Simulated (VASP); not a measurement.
# TiIn4 (Pm-3m) in VASP: further runs, part 2 of 2

VASP 6.6.1.

### 5 Single point, PBE, collinear spin

This run uses another cell than the first one, of 31.74 Å³/atom.

INCAR reads:

```
SYSTEM = TiIn4
PREC     = Accurate       ! precision mode
ENCUT    = 520            ! plane-wave cutoff, eV
EDIFF    = 1E-7           ! SCF threshold, eV
ISMEAR   = 0              ! smearing method
SIGMA    = 0.1            ! smearing width, eV
LREAL    = .False.        ! projectors in reciprocal space
LASPH    = .True.         ! aspherical terms in the spheres
NELM     = 150            ! most SCF steps
ALGO     = Normal         ! electronic algorithm
ISIF     = 2              ! what is computed and relaxed
LWAVE    = .False.        ! write WAVECAR
LCHARG   = .False.        ! write CHGCAR
ISPIN    = 2              ! spin polarisation
MAGMOM   = 1 0 0 0 0      ! initial moments
LORBIT   = 11             ! projections on sites
LMAXMIX  = 4              ! l up to which the mixer works
GGA      = PE             ! functional
NBANDS   = 44             ! bands
```

KPOINTS reads:

```
regular mesh
0
Gamma
  4 4 4
  0 0 0
```

POSCAR reads:

```
TiIn4
1.0
    5.4140210558      0.0000000000      0.0000000000
    0.0000000000      5.4140210558      0.0000000000
    0.0000000000      0.0000000000      5.4140210558
Ti In
1 4
Direct
    0.5000000000      0.5000000000      0.5000000000
    0.0000000000      0.5000000000      0.5000000000
    0.5000000000      0.0000000000      0.5000000000
    0.5000000000      0.5000000000      0.0000000000
    0.0000000000      0.0000000000      0.0000000000
```

Potentials or basis: VASP PAW PBE potentials, release 64 (Ti_sv, In_d).

The run is started by

```
cat potpaw_PBE.64/Ti_sv/POTCAR potpaw_PBE.64/In_d/POTCAR > POTCAR
mpirun -np 1 vasp_std > vasp.out
```

OUTCAR:

```text
SYSTEM = TiIn4
   PREC = Accurate
   ENCUT = 520
   EDIFF = 1E-7
   ISMEAR = 0
   LREAL = .False.
   LASPH = .True.
   NELM = 150
   ISIF = 2
   ISPIN = 2
   LORBIT = 11
   GGA = PE

 ion  position               nearest neighbor table
   1  0.500  0.500  0.500-   2 2.71   3 2.71   4 2.71   4 2.71   3 2.71   2 2.71
   2  0.000  0.500  0.500-   1 2.71   1 2.71   4 3.83   5 3.83   4 3.83   5 3.83   3 3.83   5 3.83
                             5 3.83   3 3.83   3 3.83   4 3.83   4 3.83   3 3.83
   3  0.500  0.000  0.500-   1 2.71   1 2.71   4 3.83   5 3.83   4 3.83   5 3.83   2 3.83   2 3.83
                             4 3.83   4 3.83   2 3.83   5 3.83   5 3.83   2 3.83
   4  0.500  0.500  0.000-   1 2.71   1 2.71   3 3.83   5 3.83   2 3.83   2 3.83   3 3.83   3 3.83
                             5 3.83   3 3.83   2 3.83   5 3.83   2 3.83   5 3.83
   5  0.000  0.000  0.000-   2 3.83   3 3.83   4 3.83   2 3.83   3 3.83   2 3.83   4 3.83   2 3.83
                             3 3.83   4 3.83   3 3.83   4 3.83

  LATTYP: Found a simple cubic cell.
[... 1144 lines left out ...]
  -------------------------------------------------------------------------------------
  Total        0.6162129      0.6162129      0.6162129     -0.0000000      0.0000000      0.0000000
  in kB        6.2213054      6.2213054      6.2213054     -0.0000000      0.0000000      0.0000000
  external PRESSURE =       6.2213054 kB  Pullay stress =       0.0000000 kB

 VOLUME and BASIS-vectors are now :
 -----------------------------------------------------------------------------
  energy-cutoff  :      520.00
  volume of cell :      158.69
      direct lattice vectors                 reciprocal lattice vectors
     5.414021056  0.000000000  0.000000000     0.184705599  0.000000000  0.000000000
     0.000000000  5.414021056  0.000000000     0.000000000  0.184705599  0.000000000
     0.000000000  0.000000000  5.414021056     0.000000000  0.000000000  0.184705599

 POSITION                                       TOTAL-FORCE (eV/Angst)
 -----------------------------------------------------------------------------------
      2.70701      2.70701      2.70701         0.000000      0.000000      0.000000
      0.00000      2.70701      2.70701         0.000000      0.000000      0.000000
      2.70701      0.00000      2.70701         0.000000      0.000000      0.000000
      2.70701      2.70701      0.00000         0.000000      0.000000      0.000000
      0.00000      0.00000      0.00000         0.000000      0.000000      0.000000
 -----------------------------------------------------------------------------------
    total drift:                               -0.000000      0.000000     -0.000000

  FREE ENERGIE OF THE ION-ELECTRON SYSTEM (eV)
  ---------------------------------------------------
  free  energy   TOTEN  =       -16.0797482568 eV

  energy  without entropy=      -16.0575630938  energy(sigma->0) =      -16.06865568

 total charge

# of ion       s       p       d       tot
------------------------------------------
    1        2.216   6.100   1.987  10.304
    2        1.017   0.543   9.831  11.391
    3        1.017   0.543   9.831  11.391
    4        1.017   0.543   9.831  11.391
    5        1.124   0.250   9.837  11.211
--------------------------------------------------
tot          6.391   7.981  41.317  55.689

 magnetization (x)

# of ion       s       p       d       tot
------------------------------------------
    1        0.010   0.041   0.941   0.992
    2       -0.015   0.089   0.006   0.081
    3       -0.015   0.089   0.006   0.081
    4       -0.015   0.089   0.006   0.081
    5        0.006  -0.024   0.002  -0.016
--------------------------------------------------
tot         -0.028   0.285   0.961   1.218
```

OSZICAR:

```text
N       E                     dE             d eps       ncg     rms          rms(c)
DAV:   1     0.695726617314E+03    0.69573E+03   -0.30126E+04  1760   0.182E+03
DAV:   2     0.697432939829E+02   -0.62598E+03   -0.60839E+03  1768   0.495E+02
DAV:   3    -0.944117829009E+01   -0.79184E+02   -0.76463E+02  2324   0.187E+02
DAV:   4    -0.164818413026E+02   -0.70407E+01   -0.69166E+01  2668   0.488E+01
DAV:   5    -0.168282972932E+02   -0.34646E+00   -0.34627E+00  2488   0.888E+00    0.866E+00
DAV:   6    -0.168004615222E+02    0.27836E-01   -0.39505E+00  2008   0.123E+01    0.756E+00
DAV:   7    -0.161549800655E+02    0.64548E+00   -0.24399E+00  2156   0.939E+00    0.323E+00
DAV:   8    -0.160691326194E+02    0.85847E-01   -0.42208E-01  2024   0.594E+00    0.120E+00
DAV:   9    -0.160785782195E+02   -0.94456E-02   -0.83204E-02  2204   0.207E+00    0.892E-01
DAV:  10    -0.160793253654E+02   -0.74715E-03   -0.75183E-03  2604   0.595E-01    0.537E-01
DAV:  11    -0.160796447380E+02   -0.31937E-03   -0.31614E-03  1984   0.453E-01    0.131E-01
DAV:  12    -0.160797171136E+02   -0.72376E-04   -0.59958E-04  2048   0.238E-01    0.523E-02
DAV:  13    -0.160797391420E+02   -0.22028E-04   -0.60697E-05  2360   0.527E-02    0.297E-02
DAV:  14    -0.160797462998E+02   -0.71578E-05   -0.93428E-06  2472   0.165E-02    0.112E-02
DAV:  15    -0.160797482458E+02   -0.19461E-05   -0.30215E-06  2064   0.966E-03    0.590E-03
DAV:  16    -0.160797482568E+02   -0.11026E-07   -0.32522E-07  1836   0.337E-03
   1 F= -.16079748E+02 E0= -.16068656E+02  d E =-.221852E-01  mag=     1.7344
```

Run time: 3.1 min. Hardware: 1 thread of Intel Xeon Platinum 8259CL at 2.50GHz (Skylake/Cascade Lake), shared host; peak memory 0.34 GiB.

What came out:

```yaml
Free_energy: -16.0797 eV
Pressure: 0.6 GPa
Net_moment: 1.73 μB per cell
Site_moments: Ti +0.99; In +0.08, -0.02 (each value once) μB
Valence_electrons_inside_the_program's_atomic_spheres: Ti 10.30; In 11.39, 11.21 (each value once)
```

Caveat: spin-orbit coupling is left out, which moves the levels of the heavy elements.

### 6 Summary

```tsv
task	spin	cell	cutoff (eV)	gap on the mesh (eV)	pressure (GPa)
single point	off	a = 5.115 Å, 5 atoms	520	none	8.5
single point	off	a = 5.414 Å, 5 atoms	520	none	0.3
relaxation of cell and atoms	off	relaxed from a = 5.115 Å, 5 atoms	600	none	0.0
single point	collinear	a = 5.414 Å, 5 atoms	520	none	0.6
```

Alike in all rows: level PBE; potentials or basis VASP PAW PBE potentials, release 64 (Ti_sv, In_d); k mesh 4 × 4 × 4; smearing gaussian 0.1 eV.

Caveats: spin-orbit coupling is left out, which moves the levels of the heavy elements; the cell stands under pressure (at least some runs); the volume moved by over 15 % at a fixed basis, so the end points are rough (at least some runs).

Absolute energies hang on the potentials; compare differences alone.
